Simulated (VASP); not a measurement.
# YSb2 (I4/mcm) in VASP: single point with r2SCAN

Aim: the single point of YSb2 with r2SCAN.

All numbers are computed with VASP 6.6.1; they aren't measurements. Logs are shortened: lines on timing, memory, paths and dates and some standing lists are left out, and cuts for length are marked.

### 1 The cell of the first run

Symmetry: I4/mcm, No. 140, tetragonal system. The conventional cell has a = 6.431 Å, b = 6.431 Å, c = 8.412 Å, α = 90.00°, β = 90.00°, γ = 90.00°. Within 3.9 Å of Sb (site symmetry m2m) lie 5 Sb at 2.93 to 3.41 Å and 4 Y at 3.20 Å. Y (site symmetry 422) has 8 Sb at 3.20 Å and 2 Y at 4.21 Å within 4.3 Å.

### 2 Single point, r2SCAN

The input, POSCAR:

```
YSb2
1.0
   -3.2153918965      3.2153918965      4.2061998004
    3.2153918965     -3.2153918965      4.2061998004
    3.2153918965      3.2153918965     -4.2061998004
Sb Y
4 2
Direct
    0.6611642850      0.1611642850      0.8223285701
    0.1611642850      0.3388357150      0.5000000000
    0.3388357150      0.8388357150      0.1776714299
    0.8388357150      0.6611642850      0.5000000000
    0.2500000000      0.2500000000      0.0000000000
    0.7500000000      0.7500000000      0.0000000000
```

The input, INCAR.step1:

```
SYSTEM = YSb2
PREC = Accurate
ENCUT = 520
ISMEAR = -1
SIGMA = 0.1
LREAL = .FALSE.
LASPH = .TRUE.
NELM = 100
NBANDS = 30
GGA = PE
ALGO = Normal
EDIFF = 1E-4
LWAVE = .TRUE.
LCHARG = .FALSE.
```

The input, INCAR.step2:

```
SYSTEM = YSb2
PREC = Accurate
ENCUT = 520
EDIFF = 1E-6
ISMEAR = -1
SIGMA = 0.1
LREAL = .FALSE.
LASPH = .TRUE.
NELM = 100
ALGO = Normal
ISIF = 2
LWAVE = .FALSE.
LCHARG = .TRUE.
METAGGA = R2SCAN
LMIXTAU = .TRUE.
LELF = .TRUE.
LVHAR = .TRUE.
NBANDS = 30
ISTART = 1
```

The input, KPOINTS:

```
regular mesh
0
G
  7 7 7
  0 0 0
```

Potentials or basis: VASP PAW PBE potentials, release 64 (Sb, Y_sv).

Launch:

```sh
cat potpaw_PBE.64/Sb/POTCAR potpaw_PBE.64/Y_sv/POTCAR > POTCAR
cp INCAR.step1 INCAR
mpirun -np 1 vasp_std > vasp.out
cp INCAR.step2 INCAR
mpirun -np 1 vasp_std > vasp.out
```

OUTCAR:

```text
SYSTEM = YSb2
   PREC = Accurate
   ENCUT = 520
   EDIFF = 1E-6
   ISMEAR = -1
   LREAL = .FALSE.
   LASPH = .TRUE.
   NELM = 100
   ISIF = 2
   METAGGA = R2SCAN
   ISTART = 1

 ion  position               nearest neighbor table
   1  0.661  0.161  0.822-   3 2.93   6 3.20   5 3.20   6 3.20   5 3.20   4 3.41   2 3.41   4 3.41
                             2 3.41
   2  0.161  0.339  0.500-   4 2.93   6 3.20   5 3.20   5 3.20   6 3.20   3 3.41   1 3.41   1 3.41
                             3 3.41
   3  0.339  0.839  0.178-   1 2.93   5 3.20   6 3.20   5 3.20   6 3.20   2 3.41   4 3.41   2 3.41
                             4 3.41
   4  0.839  0.661  0.500-   2 2.93   5 3.20   6 3.20   6 3.20   5 3.20   1 3.41   3 3.41   3 3.41
                             1 3.41
   5  0.250  0.250  0.000-   1 3.20   3 3.20   2 3.20   4 3.20   2 3.20   4 3.20   3 3.20   1 3.20
                             6 4.21   6 4.21
   6  0.750  0.750  0.000-   1 3.20   3 3.20   2 3.20   4 3.20   4 3.20   2 3.20   1 3.20   3 3.20
                             5 4.21   5 4.21

  LATTYP: Found a body centered tetragonal cell.
 ALAT       =     6.4307837930
 C/A-ratio  =     1.3081453010

  Lattice vectors:

 A1 = (  -3.2153918965,   3.2153918965,   4.2061998004)
 A2 = (   3.2153918965,  -3.2153918965,   4.2061998004)
 A3 = (   3.2153918965,   3.2153918965,  -4.2061998004)

Analysis of symmetry for initial positions (statically):
=====================================================================
 Subroutine PRICEL returns:
 Original cell was already a primitive cell.

 Routine SETGRP: Setting up the symmetry group for a
 body centered tetragonal supercell.

 Subroutine GETGRP returns: Found 16 space group operations
 (whereof  8 operations were pure point group operations)
 out of a pool of 16 trial point group operations.

The static configuration has the point symmetry C_4h.
 The point group associated with its full space group is D_4h.

Analysis of symmetry for dynamics (positions and initial velocities):
=====================================================================
 Subroutine PRICEL returns:
 Original cell was already a primitive cell.

 Routine SETGRP: Setting up the symmetry group for a
 body centered tetragonal supercell.

 Subroutine GETGRP returns: Found 16 space group operations
 (whereof  8 operations were pure point group operations)
 out of a pool of 16 trial point group operations.

The dynamic configuration has the point symmetry C_4h.
 The point group associated with its full space group is D_4h.

 Subroutine INISYM returns: Found 16 space group operations
 (whereof  8 operations are pure point group operations),
 and found     1 'primitive' translations

----------------------------------------------------------------------------------------

                                     Primitive cell

  volume of cell :     173.9473

  direct lattice vectors                    reciprocal lattice vectors
    -3.215391896  3.215391896  4.206199800     0.000000000  0.155502040  0.118872147
     3.215391896 -3.215391896  4.206199800     0.155502040  0.000000000  0.118872147
     3.215391896  3.215391896 -4.206199800     0.155502040  0.155502040  0.000000000

  length of vectors
     6.194320532  6.194320532  6.194320532     0.195733165  0.195733165  0.219913094

  position of ions in fractional coordinates (direct lattice)
     0.661164285  0.161164285  0.822328570
     0.161164285  0.338835715  0.500000000
     0.338835715  0.838835715  0.177671430
     0.838835715  0.661164285  0.500000000
     0.250000000  0.250000000  0.000000000
     0.750000000  0.750000000  0.000000000

  ion indices of the primitive-cell ions
   primitive index   ion index
                 1           1
                 2           2
                 3           3
                 4           4
                 5           5
                 6           6

----------------------------------------------------------------------------------------

 KPOINTS: regular mesh

Automatic generation of k-mesh.
 Grid dimensions read from file:
 generate k-points for:    7    7    7

 Generating k-lattice:

  Cartesian coordinates                     Fractional coordinates (reciprocal lattice)
     0.000000000  0.022214577  0.016981735     0.142857143  0.000000000  0.000000000
     0.022214577  0.000000000  0.016981735     0.000000000  0.142857143  0.000000000
     0.022214577  0.022214577  0.000000000     0.000000000  0.000000000  0.142857143

  Length of vectors
     0.027961881  0.027961881  0.031416156

  Shift w.r.t. Gamma in fractional coordinates (k-lattice)
     0.000000000  0.000000000  0.000000000

 Subroutine IBZKPT returns following result:
 ===========================================

 Found     40 irreducible k-points:

 Following reciprocal coordinates:
            Coordinates               Weight
  0.000000  0.000000  0.000000      1.000000
  0.142857 -0.000000  0.000000      8.000000
  0.285714 -0.000000  0.000000      8.000000
  0.428571 -0.000000  0.000000      8.000000
  0.142857  0.142857  0.000000      8.000000
  0.285714  0.142857  0.000000     16.000000
[... 16 lines left out ...]
 -0.142857  0.285714  0.142857      8.000000
 -0.428571  0.428571  0.142857      8.000000
 [... further k-points ...]
   k-points           NKPTS =     40   k-points in BZ     NKDIM =     40   number of bands    NBANDS=     30
   number of dos      NEDOS =    301   number of ions     NIONS =      6
   total plane-waves  NPLWV = 110592
   dimension x,y,z NGX =    48 NGY =   48 NGZ =   48
   dimension x,y,z NGXF=    96 NGYF=   96 NGZF=   96
   ions per type =               4   2
   NGX,Y,Z   is equivalent  to a cutoff of  12.88, 12.88, 12.88 a.u.
   NGXF,Y,Z  is equivalent  to a cutoff of  25.76, 25.76, 25.76 a.u.
 SYSTEM =  YSb2
   PREC   = accura    normal or accurate (medium, high low for compatibility)
   ISTART =      1    job   : 0-new  1-cont  2-samecut
   ICHARG =      0    charge: 1-file 2-atom 10-const
   ISPIN  =      1    spin polarized calculation?
   LNONCOLLINEAR =      F non collinear calculations
   LSORBIT =      F    spin-orbit coupling
   LASPH  =      T    aspherical Exc in radial PAW
   ENCUT  =  520.0 eV  38.22 Ry    6.18 a.u.  11.52 11.52 11.52*2*pi/ulx,y,z
   NELM   =    100;   NELMIN=  2; NELMDL=  0     # of ELM steps
   EDIFF  = 0.1E-05   stopping-criterion for ELM
   LREAL  =      F    real-space projection
   EDIFFG = 0.1E-04   stopping-criterion for IOM
   NSW    =      0    number of steps for IOM
   IBRION =     -1    ionic relax: 0-MD 1-quasi-New 2-CG
   NFREE  =      0    steps in history (QN), initial steepest desc. (CG)
   ISIF   =      2    stress and relaxation
   ISYM   =      2    0-nonsym 1-usesym 2-fastsym
   POTIM  = 0.5000    time-step for ionic-motion
   TEBEG  =    0.0;   TEEND  =   0.0 temperature during run
   PSTRESS=    0.0 pullay stress
   NELECT =      42.0000    total number of electrons
   NUPDOWN=      -1.0000    fix difference up-down
   EMIN   =  10.00;   EMAX   =-10.00  energy-range for DOS
   EFERMI =   0.00;   METHOD = LEGACY
   ISMEAR =    -1;   SIGMA  =   0.10  broadening in eV -4-tet -1-fermi 0-gaus
   EFERMI_NEDOS =   21; number of points for ismear=-14 and -15
   IALGO  =     38    algorithm
   IMIX   =      4    mixing-type and parameters
     AMIX     =   0.40;   BMIX     =  1.00
     AMIX_MAG =   1.60;   BMIX_MAG =  1.00
  volume/ion in A,a.u.               =      28.99       195.64
  Fermi-wavevector in a.u.,A,eV,Ry     =   1.019417  1.926419 14.139334  1.039212
  Thomas-Fermi vector in A             =   2.152930
   LORBIT       =      0    0 simple, 1 ext, 2 COOP (PROOUT), +10 PAW based schemes
   METAGGA = R2SCAN    functional components
   LHFCALC =     F    Hartree Fock is set to
   AEXX    =    0.0000 exact exchange contribution
   IVDW    =     0    specifies the selected vdW correction
   LEPSILON=     F    determine dielectric tensor
   LRPA    =     F    only Hartree local field effects (RPA)
 non-spin polarized calculation
  energy-cutoff  :      520.00
  volume of cell :      173.95
 maximum number of plane-waves:      4703
 NGX is ok and might be reduce to    48
   NGX = 23   NGY = 23   NGZ = 23

 number of electron      42.0000001 magnetization

 Free energy of the ion-electron system (eV)
  ---------------------------------------------------
  ext. energy  EPLUGINS =         0.00000000
  ---------------------------------------------------
  free energy    TOTEN  =      -148.29950327 eV

  energy without entropy =     -148.22171914  energy(sigma->0) =     -148.26061121

 E-fermi :   5.9585     XC(G=0): -10.2661

 val. band max:        5.9235820869   @ k =  -0.4286   0.4286   0.1429
 cond. band min:       5.9983611131   @ k =  -0.1429   0.1429   0.1429
 fundamental gap:      0.0747790261
 Fermi energy:         5.9584524753

 k-point     1 :       0.0000    0.0000    0.0000
  band No.  band energies     occupation
      1     -38.5093      2.00000
      2     -38.5041      2.00000
      3     -17.8908      2.00000
      4     -17.8505      2.00000
      5     -17.8505      2.00000
      6     -17.8337      2.00000
[... 22 lines left out ...]
     29       9.9269      0.00000
     30      10.1549      0.00000

 k-point     2 :       0.1429   -0.0000    0.0000
  band No.  band energies     occupation
      1     -38.5091      2.00000
      2     -38.5043      2.00000
      3     -17.8877      2.00000
      4     -17.8499      2.00000
      5     -17.8498      2.00000
      6     -17.8349      2.00000
[... 22 lines left out ...]
     29       9.8701      0.00000
     30      10.0325      0.00000

 k-point     3 :       0.2857   -0.0000    0.0000
  band No.  band energies     occupation
      1     -38.5083      2.00000
      2     -38.5051      2.00000
      3     -17.8790      2.00000
      4     -17.8482      2.00000
      5     -17.8480      2.00000
      6     -17.8384      2.00000
[... 22 lines left out ...]
     29       9.6400      0.00000
     30       9.7953      0.00000

 k-point     4 :       0.4286   -0.0000    0.0000
  band No.  band energies     occupation
      1     -38.5073      2.00000
      2     -38.5061      2.00000
      3     -17.8659      2.00000
      4     -17.8508      2.00000
      5     -17.8453      2.00000
      6     -17.8447      2.00000
[... 22 lines left out ...]
     29       9.2767      0.00000
     30       9.4332      0.00000

 k-point     5 :       0.1429    0.1429    0.0000
  band No.  band energies     occupation
      1     -38.5085      2.00000
      2     -38.5049      2.00000
      3     -17.8773      2.00000
      4     -17.8543      2.00000
      5     -17.8474      2.00000
      6     -17.8386      2.00000
[... 22 lines left out ...]
     29       9.7283      0.00000
     30       9.8030      0.00000
[... 526 lines left out ...]
     29       9.6742      0.00000
     30       9.9759      0.00000

 k-point    22 :      -0.2857    0.2857    0.1429
  band No.  band energies     occupation
      1     -38.5085      2.00000
      2     -38.5049      2.00000
      3     -17.8983      2.00000
      4     -17.8559      2.00000
      5     -17.8465      2.00000
      6     -17.8390      2.00000
[... 22 lines left out ...]
     29       9.7593      0.00000
     30       9.8379      0.00000

 k-point    23 :      -0.1429    0.2857    0.1429
  band No.  band energies     occupation
      1     -38.5084      2.00000
      2     -38.5050      2.00000
      3     -17.8941      2.00000
      4     -17.8467      2.00000
      5     -17.8459      2.00000
      6     -17.8402      2.00000
[... 22 lines left out ...]
     29       9.7103      0.00000
     30       9.7643      0.00000

 k-point    24 :      -0.4286    0.4286    0.1429
  band No.  band energies     occupation
      1     -38.5082      2.00000
      2     -38.5053      2.00000
      3     -17.9015      2.00000
      4     -17.8684      2.00000
      5     -17.8476      2.00000
      6     -17.8380      2.00000
[... 22 lines left out ...]
     29       9.6842      0.00000
     30       9.8124      0.00000

 [... further k-points ...]

------------------------ aborting loop because EDIFF is reached ----------------------------------------

  FORCE on cell =-STRESS in cart. coord.  units (eV):
  Direction    XX          YY          ZZ          XY          YZ          ZX
  --------------------------------------------------------------------------------------
  -------------------------------------------------------------------------------------
  Total        0.0515479      0.0515479      0.0023765      0.0000000     -0.0000000      0.0000000
  in kB        0.4747925      0.4747925      0.0218890      0.0000000     -0.0000000      0.0000000
  external PRESSURE =       0.3238246 kB  Pullay stress =       0.0000000 kB

 VOLUME and BASIS-vectors are now :
 -----------------------------------------------------------------------------
  energy-cutoff  :      520.00
  volume of cell :      173.95
      direct lattice vectors                 reciprocal lattice vectors
    -3.215391896  3.215391896  4.206199800     0.000000000  0.155502040  0.118872147
     3.215391896 -3.215391896  4.206199800     0.155502040  0.000000000  0.118872147
     3.215391896  3.215391896 -4.206199800     0.155502040  0.155502040  0.000000000

 POSITION                                       TOTAL-FORCE (eV/Angst)
 -----------------------------------------------------------------------------------
      1.03641      4.25180     -0.00000         0.009556      0.009556      0.000000
      2.17898      1.03641      0.00000        -0.009556      0.009556     -0.000000
      2.17898     -1.03641      4.20620        -0.009556     -0.009556     -0.000000
      1.03641      2.17898      4.20620         0.009556     -0.009556     -0.000000
      0.00000      0.00000      2.10310         0.000000     -0.000000     -0.000000
      0.00000      0.00000      6.30930        -0.000000     -0.000000     -0.000000
 -----------------------------------------------------------------------------------
    total drift:                               -0.000000     -0.000000      0.000000

  FREE ENERGIE OF THE ION-ELECTRON SYSTEM (eV)
  ---------------------------------------------------
  free  energy   TOTEN  =      -148.2995032686 eV

  energy  without entropy=     -148.2217191448  energy(sigma->0) =     -148.26061121
```

It took 9.3 min on 1 thread of Intel Xeon Platinum 8375C at 2.90GHz (Ice Lake), shared host; peak memory 0.48 GiB.

Results:

- Free energy: -148.2995 eV
- Pressure: 0.0 GPa
- Largest force: 0.014 eV/Å
- Band gap on the k mesh: zero (bands 21 and 22 overlap by 1.43 eV)

Forces on the atoms (eV/Å):
```
Sb   0.010  0.010  0.000
Sb  -0.010  0.010  0.000
Sb  -0.010 -0.010  0.000
Sb   0.010 -0.010  0.000
Y    0.000  0.000  0.000
Y    0.000  0.000  0.000
```

Caveat: the PAW data sets were made with another functional, which shifts forces and pressure a little; spin-orbit coupling is left out, which moves the levels of the heavy elements.
